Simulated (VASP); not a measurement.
# LiSi16 (a cell with a defect) in VASP: a series of runs, part 2 of 2

VASP 6.6.1.

## (5) Single point, PBE+D3(BJ)

File INCAR:

```
PREC = Accurate ; ENCUT = 520
EDIFF = 1E-6 ; ISMEAR = -1
SIGMA = 0.05 ; LREAL = Auto
LASPH = T ; NELM = 100
ALGO = Normal ; ISIF = 2
LWAVE = F ; LCHARG = T
GGA = PE ; IVDW = 12
LELF = T ; LVHAR = T
NBANDS = 48 ; NELECT = 66.0
```

File KPOINTS:

```
regular mesh
0
Gamma
  2 2 2
```

File POSCAR:

```
LiSi16
1.0
    0.0000000000      5.4300000000      5.4300000000
    5.4300000000      0.0000000000      5.4300000000
    5.4300000000      5.4300000000      0.0000000000
Si Li
16 1
Direct
    0.0129707669     -0.0016140292     -0.0099971555
    0.1378385215      0.1227639404      0.1200113101
    0.0129713498     -0.0016104588      0.4992713830
    0.1358110808      0.1210124904      0.6219059885
    0.0087718425      0.4966894982     -0.0024111267
    0.1378366994      0.6191314763      0.1200101585
    0.0129713320      0.4891107856      0.4992726797
    0.1378325995      0.6191301351      0.6236535823
    0.5116959025     -0.0063918169     -0.0023227741
    0.6339496918      0.1229268582      0.1199318586
    0.5037079707     -0.0016214687      0.4992762591
    0.6339393099      0.1229281435      0.6238441743
    0.5116967879      0.4967553666     -0.0023189529
    0.6360148796      0.6209451468      0.1218374491
    0.5116988095      0.4967651376      0.4945037888
    0.6339346766      0.6190279044      0.6238443813
   -0.1144248209      0.8710846905      0.3719929959
```

Potentials or basis: VASP PAW PBE potentials, release 64 (Si, Li_sv).

The run is started by

```sh
$ cat potpaw_PBE.64/Si/POTCAR potpaw_PBE.64/Li_sv/POTCAR > POTCAR
$ mpirun -np 1 vasp_std > vasp.out
```

OUTCAR:

```text
PREC = Accurate
   ENCUT = 520
   EDIFF = 1E-6
   ISMEAR = -1
   LREAL = Auto
   LASPH = T
   NELM = 100
   ISIF = 2
   GGA = PE
   IVDW = 12
   NELECT = 66.0
 IVDW          = 12

 ion  position               nearest neighbor table
   1  0.013  0.998  0.990-   4 2.31  10 2.38   2 2.38   6 2.38  17 2.40
   2  0.138  0.123  0.120-   9 2.34   5 2.34   1 2.38   3 2.38  17 2.74
   3  0.013  0.998  0.499-   4 2.31  12 2.38   8 2.38   2 2.38  17 2.40
   4  0.136  0.121  0.622-  11 2.31   1 2.31   3 2.31   7 2.31
   5  0.009  0.497  0.998-  14 2.34   2 2.34   6 2.34   8 2.34
   6  0.138  0.619  0.120-  13 2.34   5 2.34   1 2.38   7 2.38  17 2.74
   7  0.013  0.489  0.499-   4 2.31  16 2.38   8 2.38   6 2.38  17 2.39
   8  0.138  0.619  0.624-  15 2.34   5 2.34   3 2.38   7 2.38  17 2.74
   9  0.512  0.994  0.998-  14 2.34  10 2.34  12 2.34   2 2.34
  10  0.634  0.123  0.120-   9 2.34  13 2.34   1 2.38  11 2.38  17 2.74
  11  0.504  0.998  0.499-   4 2.31  10 2.38  12 2.38  16 2.38  17 2.39
  12  0.634  0.123  0.624-   9 2.34  15 2.34   3 2.38  11 2.38  17 2.74
  13  0.512  0.497  0.998-  14 2.34  10 2.34  16 2.34   6 2.34
  14  0.636  0.621  0.122-   9 2.34  13 2.34  15 2.34   5 2.34
  15  0.512  0.497  0.495-  14 2.34  12 2.34  16 2.34   8 2.34
  16  0.634  0.619  0.624-  13 2.34  15 2.34   7 2.38  11 2.38  17 2.74
  17  0.886  0.871  0.372-  11 2.39   7 2.39   3 2.40   1 2.40  10 2.74  12 2.74  16 2.74   8 2.74
                             6 2.74   2 2.74

  LATTYP: Found a face centered cubic cell.
 ALAT       =    10.8600000000

  Lattice vectors:

 A1 = (   0.0000000000,   5.4300000000,   5.4300000000)
 A2 = (   5.4300000000,   0.0000000000,   5.4300000000)
 A3 = (   5.4300000000,   5.4300000000,   0.0000000000)

Analysis of symmetry for initial positions (statically):
=====================================================================
 Subroutine PRICEL returns:
 Original cell was already a primitive cell.

 Routine SETGRP: Setting up the symmetry group for a
 face centered cubic supercell.

[... 156 lines left out ...]
   GGA     = PE    functional components
   LHFCALC =     F    Hartree Fock is set to
   AEXX    =    0.0000 exact exchange contribution
   IVDW    =    12    specifies the selected vdW correction
   LEPSILON=     F    determine dielectric tensor
   LRPA    =     F    only Hartree local field effects (RPA)
 non-spin polarized calculation
  energy-cutoff  :      520.00
  volume of cell :      320.21
 maximum number of plane-waves:      8646
 NGX is ok and might be reduce to    60
   NGX = 29   NGY = 29   NGZ = 29

 number of electron      66.0000000 magnetization

 Free energy of the ion-electron system (eV)
  ---------------------------------------------------
  ext. energy  EPLUGINS =         0.00000000
  ---------------------------------------------------
  free energy    TOTEN  =       -93.51461718 eV

  energy without entropy =      -93.51362307  energy(sigma->0) =      -93.51412012

 E-fermi :   6.3586     XC(G=0):  -9.4410

 val. band max:        6.0427908355   @ k =   0.0000   0.0000   0.0000
 cond. band min:       6.6813844233   @ k =   0.0000   0.0000   0.0000
 fundamental gap:      0.6385935878
 Fermi energy:         6.3586040783

 k-point     1 :       0.0000    0.0000    0.0000
  band No.  band energies     occupation
      1     -40.3813      2.00000
      2      -5.9242      2.00000
      3      -3.6720      2.00000
      4      -3.6133      2.00000
      5      -3.6131      2.00000
      6      -3.6106      2.00000
[... 277 lines left out ...]
     44      10.3324      0.00000
     45      10.3999      0.00000
 [bands above 45 left out]

------------------------ aborting loop because EDIFF is reached ----------------------------------------

 Edisp (eV)   -5.45549

 E8    (eV) :    -2.2600

  FORCE on cell =-STRESS in cart. coord.  units (eV):
  Direction    XX          YY          ZZ          XY          YZ          ZX
  --------------------------------------------------------------------------------------
  -------------------------------------------------------------------------------------
  Total      -6.88827    -6.88704    -6.88827    -0.02202     0.02202    -0.02536
  in kB     -34.46604   -34.45985   -34.46604    -0.11020     0.11020    -0.12691
  external pressure =      -34.46 kB  Pullay stress =        0.00 kB

 VOLUME and BASIS-vectors are now :
 -----------------------------------------------------------------------------
  energy-cutoff  :      520.00
  volume of cell :      320.21
      direct lattice vectors                 reciprocal lattice vectors
     0.000000000  5.430000000  5.430000000    -0.092081031  0.092081031  0.092081031
     5.430000000  0.000000000  5.430000000     0.092081031 -0.092081031  0.092081031
     5.430000000  5.430000000  0.000000000     0.092081031  0.092081031 -0.092081031

 POSITION                                       TOTAL-FORCE (eV/Angst)
 -----------------------------------------------------------------------------------
     10.79695      5.44615      5.49167        -0.001646      0.016919      0.001646
      1.31827      1.40012      1.41507         0.006388     -0.005830      0.007584
      8.13230      2.78148      5.49169        -0.015746      0.001637      0.001814
      4.03405      4.11440      1.39455         0.008270     -0.009170     -0.008270
      8.11393      5.46454      2.74466         0.005775     -0.005919     -0.005775
      4.01354      1.40011      4.11034        -0.007584     -0.005830     -0.006388
[... 9 lines left out ...]
      6.74880      6.82974      6.80359         0.008674     -0.008019     -0.006363
      6.74991      6.82860      9.53866        -0.000160      0.000755      0.000160
 -----------------------------------------------------------------------------------
    total drift:                               -0.007614      0.000993     -0.006419

  FREE ENERGIE OF THE ION-ELECTRON SYSTEM (eV)
  ---------------------------------------------------
  free  energy   TOTEN  =       -98.9701050151 eV

  energy  without entropy=      -98.9691109075  energy(sigma->0) =      -98.96960796
```

Run time: 2.5 min. Hardware: 1 thread of Intel Xeon Platinum 8488C (Sapphire Rapids), shared host; peak memory 0.48 GiB.

What came out:

```
Free energy                : -98.9701 eV
Largest force              : 0.026 eV/Å
Dispersion energy per atom : -0.321 eV
```

Forces in eV/Å, atoms in the order of the input:
```
Si  -0.002  0.017  0.002
Si   0.006 -0.006  0.008
Si  -0.016  0.002  0.002
Si   0.008 -0.009 -0.008
Si   0.006 -0.006 -0.006
Si  -0.008 -0.006 -0.006
Si  -0.002  0.002  0.016
Si   0.005  0.007 -0.005
Si  -0.007  0.005 -0.008
Si   0.009 -0.005 -0.009
Si  -0.015  0.015  0.015
Si   0.006 -0.008 -0.009
Si   0.008  0.005  0.007
Si  -0.004  0.004  0.004
Si  -0.006 -0.009  0.006
Si   0.009 -0.008 -0.006
Li   0.000  0.001  0.000
```

Levels at points of the mesh, in eV from the Fermi level:
```csv
k point,band 30,band 31,band 32,band 33,band 34,band 35,band 36,band 37
"(0.00, 0.00, 0.00)",-1.45,-0.32,-0.32,-0.32,0.32,0.33,0.33,0.40
"(0.50, 0.00, 0.00)",-1.13,-1.13,-1.04,-1.04,0.88,1.08,1.08,1.27
"(0.00, 0.50, 0.00)",-1.14,-1.13,-1.04,-1.04,0.88,1.08,1.08,1.28
"(0.00, 0.00, 0.50)",-1.14,-1.13,-1.04,-1.04,0.88,1.08,1.08,1.28
"(0.50, 0.50, 0.00)",-1.68,-1.67,-1.63,-1.59,0.75,0.82,1.87,1.99
"(0.50, 0.00, 0.50)",-1.68,-1.67,-1.63,-1.59,0.75,0.82,1.87,1.99
```

Caveat: the k points lie up to 0.50 Å⁻¹ apart; the cell carries a net charge on a neutralising background, which shifts energy and pressure; the cell is charged against a uniform background, so pressure and absolute levels hang on convention; the cutoff is under 1.25 times the usual one of these potentials, so pressure, stress and relaxed cells hold a basis-set (Pulay) error.
